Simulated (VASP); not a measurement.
# MgBCl5 (P4/mmm) in VASP: notebook, part 2 of 3

VASP 6.6.1. Earlier steps stand in the parts before.

### Step 4. Single point, PBE

This run uses another cell than the first one, of 23.36 Å³/atom, 1.179 times its volume.

File INCAR:

```
SYSTEM = MgBCl5
PREC = Accurate
ENCUT = 520
EDIFF = 1E-7
ISMEAR = 0
SIGMA = 0.1
LREAL = .FALSE.
LASPH = .TRUE.
NELM = 100
ALGO = Normal
ISIF = 2
LWAVE = .FALSE.
LCHARG = .FALSE.
GGA = PE
NBANDS = 29
```

File KPOINTS:

```
Automatic mesh
0
G
  4 4 2
  0 0 0
```

File POSCAR:

```
MgBCl5
1.0
    4.6704600800      0.0000000000      0.0000000000
    0.0000000000      4.6704600800      0.0000000000
    0.0000000000      0.0000000000      7.4953161700
Mg B Cl
1 1 5
Direct
    0.0000000000      0.0000000000      0.0000000000
    0.0000000000      0.0000000000      0.5000000000
    0.0000000000      0.5000000000      0.3014319200
    0.0000000000      0.5000000000      0.6985680800
    0.5000000000      0.0000000000      0.3014319200
    0.5000000000      0.0000000000      0.6985680800
    0.5000000000      0.5000000000      0.0000000000
```

Potentials or basis: VASP PAW PBE potentials, release 64 (Mg, B, Cl).

Launch:

```bash
> cat potpaw_PBE.64/Mg/POTCAR potpaw_PBE.64/B/POTCAR potpaw_PBE.64/Cl/POTCAR > POTCAR
> mpirun -np 1 vasp_std > vasp.out
```

OUTCAR:

```text
SYSTEM = MgBCl5
   PREC = Accurate
   ENCUT = 520
   EDIFF = 1E-7
   ISMEAR = 0
   LREAL = .FALSE.
   LASPH = .TRUE.
   NELM = 100
   ISIF = 2
   GGA = PE

 ion  position               nearest neighbor table
   1  0.000  0.000  0.000-
   2  0.000  0.000  0.500-
   3  0.000  0.500  0.301-
   4  0.000  0.500  0.699-
   5  0.500  0.000  0.301-
   6  0.500  0.000  0.699-
   7  0.500  0.500  0.000-

  LATTYP: Found a simple tetragonal cell.
 ALAT       =     4.6704600800
 C/A-ratio  =     1.6048346505

  Lattice vectors:

 A1 = (   4.6704600800,   0.0000000000,   0.0000000000)
 A2 = (   0.0000000000,   4.6704600800,   0.0000000000)
 A3 = (   0.0000000000,   0.0000000000,   7.4953161700)

Analysis of symmetry for initial positions (statically):
=====================================================================
 Subroutine PRICEL returns:
 Original cell was already a primitive cell.

 Routine SETGRP: Setting up the symmetry group for a
 simple tetragonal supercell.

 Subroutine GETGRP returns: Found 16 space group operations
 (whereof 16 operations were pure point group operations)
 out of a pool of 16 trial point group operations.

The static configuration has the point symmetry D_4h.

Analysis of symmetry for dynamics (positions and initial velocities):
=====================================================================
 Subroutine PRICEL returns:
 Original cell was already a primitive cell.

 Routine SETGRP: Setting up the symmetry group for a
 simple tetragonal supercell.

[... 116 lines left out ...]
   ISMEAR =     0;   SIGMA  =   0.10  broadening in eV -4-tet -1-fermi 0-gaus
   EFERMI_NEDOS =   21; number of points for ismear=-14 and -15
   IALGO  =     38    algorithm
   IMIX   =      4    mixing-type and parameters
     AMIX     =   0.40;   BMIX     =  1.00
     AMIX_MAG =   1.60;   BMIX_MAG =  1.00
  volume/ion in A,a.u.               =      23.36       157.62
  Fermi-wavevector in a.u.,A,eV,Ry     =   1.023902  1.934894 14.264013  1.048375
  Thomas-Fermi vector in A             =   2.157660
   LORBIT       =      0    0 simple, 1 ext, 2 COOP (PROOUT), +10 PAW based schemes
   GGA     = PE    functional components
   LHFCALC =     F    Hartree Fock is set to
   AEXX    =    0.0000 exact exchange contribution
   IVDW    =     0    specifies the selected vdW correction
   LEPSILON=     F    determine dielectric tensor
   LRPA    =     F    only Hartree local field effects (RPA)
 non-spin polarized calculation
 Gauss-broadening in eV      SIGMA  =   0.10
  energy-cutoff  :      520.00
  volume of cell :      163.50
 maximum number of plane-waves:      4440
 NGX is ok and might be reduce to    36
   NGX = 17   NGY = 17   NGZ = 27

 number of electron      39.9999998 magnetization

 Free energy of the ion-electron system (eV)
  ---------------------------------------------------
  ext. energy  EPLUGINS =         0.00000000
  ---------------------------------------------------
  free energy    TOTEN  =       -14.85593389 eV

  energy without entropy =      -14.80435138  energy(sigma->0) =      -14.83014263

 E-fermi :   0.8090     XC(G=0):  -8.6082

 val. band max:        0.7990030731   @ k =   0.2500   0.2500   0.0000
 cond. band min:       0.8194054743   @ k =   0.5000   0.0000   0.5000
 fundamental gap:      0.0204024012
 Fermi energy:         0.8089544320

 k-point     1 :       0.0000    0.0000    0.0000
  band No.  band energies     occupation
      1     -13.6031      2.00000
      2     -12.8824      2.00000
      3     -12.5460      2.00000
      4     -12.4605      2.00000
      5     -12.0494      2.00000
      6      -3.7974      2.00000
[... 373 lines left out ...]
     28       7.8296      0.00000
     29       9.7188      0.00000

------------------------ aborting loop because EDIFF is reached ----------------------------------------

  FORCE on cell =-STRESS in cart. coord.  units (eV):
  Direction    XX          YY          ZZ          XY          YZ          ZX
  --------------------------------------------------------------------------------------
  -------------------------------------------------------------------------------------
  Total       -4.6202637     -4.6202637     -3.4917873      0.0000000      0.0000000      0.0000000
  in kB      -45.2760013    -45.2760013    -34.2175632      0.0000000      0.0000000      0.0000000
  external PRESSURE =     -41.5898553 kB  Pullay stress =       0.0000000 kB

 VOLUME and BASIS-vectors are now :
 -----------------------------------------------------------------------------
  energy-cutoff  :      520.00
  volume of cell :      163.50
      direct lattice vectors                 reciprocal lattice vectors
     4.670460080  0.000000000  0.000000000     0.214111668  0.000000000  0.000000000
     0.000000000  4.670460080  0.000000000     0.000000000  0.214111668  0.000000000
     0.000000000  0.000000000  7.495316170     0.000000000  0.000000000  0.133416653

 POSITION                                       TOTAL-FORCE (eV/Angst)
 -----------------------------------------------------------------------------------
      0.00000      0.00000      0.00000         0.000000     -0.000000      0.000000
      0.00000      0.00000      3.74766         0.000000     -0.000000      0.000000
      0.00000      2.33523      2.25933        -0.000000      0.000000     -0.350347
      0.00000      2.33523      5.23599         0.000000     -0.000000      0.350347
      2.33523      0.00000      2.25933        -0.000000      0.000000     -0.350347
      2.33523      0.00000      5.23599        -0.000000     -0.000000      0.350347
      2.33523      2.33523      0.00000         0.000000     -0.000000      0.000000
 -----------------------------------------------------------------------------------
    total drift:                                0.000000      0.000000     -0.000000

  FREE ENERGIE OF THE ION-ELECTRON SYSTEM (eV)
  ---------------------------------------------------
  free  energy   TOTEN  =       -14.8559338872 eV

  energy  without entropy=      -14.8043513810  energy(sigma->0) =      -14.83014263
```

OSZICAR:

```text
N       E                     dE             d eps       ncg     rms          rms(c)
DAV:   1     0.245839383294E+03    0.24584E+03   -0.17358E+04   696   0.117E+03
DAV:   2     0.622133002263E+01   -0.23962E+03   -0.23011E+03   964   0.207E+02
DAV:   3    -0.167755144157E+02   -0.22997E+02   -0.22653E+02   806   0.711E+01
DAV:   4    -0.171458486412E+02   -0.37033E+00   -0.36975E+00   800   0.111E+01
DAV:   5    -0.171537076662E+02   -0.78590E-02   -0.78580E-02   834   0.162E+00    0.875E+00
DAV:   6    -0.158807487974E+02    0.12730E+01   -0.22794E+01   736   0.868E+00    0.559E+00
DAV:   7    -0.150940203247E+02    0.78673E+00   -0.26172E+00   754   0.547E+00    0.353E+00
DAV:   8    -0.149374398967E+02    0.15658E+00   -0.30344E-01   748   0.265E+00    0.224E+00
DAV:   9    -0.148782008515E+02    0.59239E-01   -0.30518E-01   749   0.209E+00    0.890E-01
DAV:  10    -0.148562292945E+02    0.21972E-01   -0.83974E-02   747   0.931E-01    0.357E-01
DAV:  11    -0.148559992873E+02    0.23001E-03   -0.44775E-03   800   0.304E-01    0.181E-01
DAV:  12    -0.148560390953E+02   -0.39808E-04   -0.94259E-04   778   0.168E-01    0.100E-01
DAV:  13    -0.148559307032E+02    0.10839E-03   -0.18526E-04   790   0.787E-02    0.141E-02
DAV:  14    -0.148559334790E+02   -0.27758E-05   -0.21988E-05   823   0.232E-02    0.554E-03
DAV:  15    -0.148559338796E+02   -0.40054E-06   -0.27894E-06   775   0.875E-03    0.249E-03
DAV:  16    -0.148559338872E+02   -0.75715E-08   -0.31177E-07   782   0.302E-03
   1 F= -.14855934E+02 E0= -.14830143E+02  d E =-.515825E-01
```

Run time: 56 s. Hardware: 1 thread of Intel Xeon 6975P-C, shared host; peak memory 0.27 GiB.

What came out:

```
Free energy            : -14.8559 eV
Pressure               : -4.2 GPa
Largest force          : 0.350 eV/Å
Band gap on the k mesh : zero (band 20 reaches 0.97 eV, above the bottom of band 21 at 0.62 eV)
```

Forces in eV/Å, atoms in the order of the input:
```
Mg   0.000  0.000  0.000
B    0.000  0.000  0.000
Cl   0.000  0.000 -0.350
Cl   0.000  0.000  0.350
Cl   0.000  0.000 -0.350
Cl   0.000  0.000  0.350
Cl   0.000  0.000  0.000
```

Levels at points of the mesh, in eV from the Fermi level:
```
           k point  band 16  band 17  band 18  band 19  band 20  band 21  band 22  band 23  band 24  band 25
(0.00, 0.00, 0.00)    -0.42    -0.42    -0.27    -0.24    -0.24    -0.19     1.95     2.05     3.59     3.59
(0.50, 0.00, 0.00)    -1.09    -0.81    -0.78    -0.78     0.16     0.21     2.67     3.47     3.48     3.64
(0.50, 0.50, 0.00)    -0.68    -0.54    -0.32    -0.20    -0.04     0.24     2.40     3.48     3.48     4.08
(0.00, 0.00, 0.50)    -0.65    -0.65    -0.65    -0.61    -0.09    -0.09     1.23     3.45     3.64     3.64
(0.50, 0.00, 0.50)    -1.14    -1.03    -0.46    -0.26     0.01     0.25     2.91     3.65     3.72     3.73
(0.50, 0.50, 0.50)    -0.30    -0.22    -0.02     0.06     0.06     0.22     1.58     3.50     3.50     4.40
```

Caveat: the k points lie up to 0.42 Å⁻¹ apart.

### Step 5. Single point, PBE

This run uses another cell than the first one, of 19.75 Å³/atom, 0.997 times its volume.

File INCAR:

```
PREC = Accurate ; ENCUT = 600
EDIFF = 1E-6 ; ISMEAR = 0
SIGMA = 0.1 ; LREAL = False
LASPH = True ; NELM = 120
ALGO = Normal ; ISIF = 2
LWAVE = False ; LCHARG = False
GGA = PE ; NBANDS = 29
GGA_COMPAT = False
```

File KPOINTS:

```
Automatic mesh
0
Gamma
  4 4 2
```

File POSCAR:

```
MgBCl5
1.0
    4.0753584460      0.0000000000      0.0000000000
    0.0000000000      4.0753584460      0.0000000000
    0.0000000000      0.0000000000      8.3259835820
Mg B Cl
1 1 5
Direct
    0.0000000000      0.0000000000      0.0000000000
    0.0000000000      0.0000000000      0.5000000000
    0.0000000000      0.5000000000      0.3181221230
    0.0000000000      0.5000000000      0.6818778770
    0.5000000000      0.0000000000      0.3181221230
    0.5000000000      0.0000000000      0.6818778770
    0.5000000000      0.5000000000      0.0000000000
```

Launch:

```bash
> cat potpaw_PBE.64/Mg/POTCAR potpaw_PBE.64/B/POTCAR potpaw_PBE.64/Cl/POTCAR > POTCAR
> mpirun -np 1 vasp_std > vasp.out
```

It took 34 s on 1 thread of Intel Xeon 6975P-C (Granite Rapids), shared host; peak memory 0.3 GiB.

The run converged. Its results:

```yaml
Free_energy: -15.8436 eV
Pressure: -0.1 GPa
Largest_force: 0.005 eV/Å
Band_gap_on_the_k_mesh: zero (band 20 reaches 3.59 eV, above the bottom of band 21 at 2.92 eV)
```

Forces in eV/Å, atoms in the order of the input:
```
Mg   0.000  0.000  0.000
B    0.000  0.000  0.000
Cl   0.000  0.000  0.005
Cl   0.000  0.000 -0.005
Cl   0.000  0.000  0.005
Cl   0.000  0.000 -0.005
Cl   0.000  0.000  0.000
```

Levels at points of the mesh, in eV from the Fermi level:
```tsv
k point	band 17	band 18	band 19	band 20	band 21	band 22	band 23	band 24
(0.00, 0.00, 0.00)	-0.89	-0.54	-0.54	-0.10	-0.10	1.03	1.91	3.15
(0.50, 0.00, 0.00)	-2.13	-1.98	-1.92	-0.87	0.73	3.06	3.17	3.20
(0.50, 0.50, 0.00)	-1.43	-0.03	0.24	0.53	0.72	1.44	3.25	3.92
(0.00, 0.00, 0.50)	-0.69	-0.58	-0.58	-0.09	-0.09	0.50	2.58	3.10
(0.50, 0.00, 0.50)	-1.92	-1.80	-1.54	-1.46	0.74	3.16	3.34	4.04
(0.50, 0.50, 0.50)	-0.97	-0.03	0.24	0.38	0.53	0.71	3.79	3.79
```

Caveat: the k points lie up to 0.39 Å⁻¹ apart.

(Continued in part 3 of 3.)
